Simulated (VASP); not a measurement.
Runs of VASP 6.6.1 on Ir. The structure is that of space group Fm-3m (No. 225), or close to it. The cells are those of the table. 

| task | cell | k mesh | cutoff (eV) | gap on the mesh (eV) | pressure (GPa) | relaxed volume (Å³/atom) |
| --- | --- | --- | --- | --- | --- | --- |
| relaxation of cell and atoms | relaxed from a = 2.715 Å, angles 60.0°, 1 atom | 8 × 8 × 8 | 600 | none | 0.1 | 14.57 |
| relaxation of cell and atoms | relaxed from a = 2.741 Å, angles 60.0°, 1 atom | 18 × 18 × 18 | 600 | none | 0.0 | 14.52 |
| single point | a = 2.737 Å, angles 60.0°, 1 atom | 18 × 18 × 18 | 520 | none | (a) | - |
| single point | a = 2.737, b = 3.871 Å, angles 45.0, 60.0, 90.0°, 1 atom | 13 × 9 × 25 | 520 | none | 0.4 | - |
| single point | a = 2.741 Å, angles 60.0°, 1 atom | 8 × 8 × 8 | 520 | none | 0.4 | - |

Alike in all rows: level PBE; potentials or basis VASP PAW PBE potentials, release 64 (Ir); no spin polarisation; smearing gaussian 0.1 eV.

Task: Fill in the values left out.

Result: (a) 0.5.

Caveats: spin-orbit coupling is left out, which moves the levels of the heavy elements.

A k mesh can miss the band edges, and the runs leave out spin-orbit coupling on Ir.

A gap of «none» marks levels without a gap at the run's occupations.
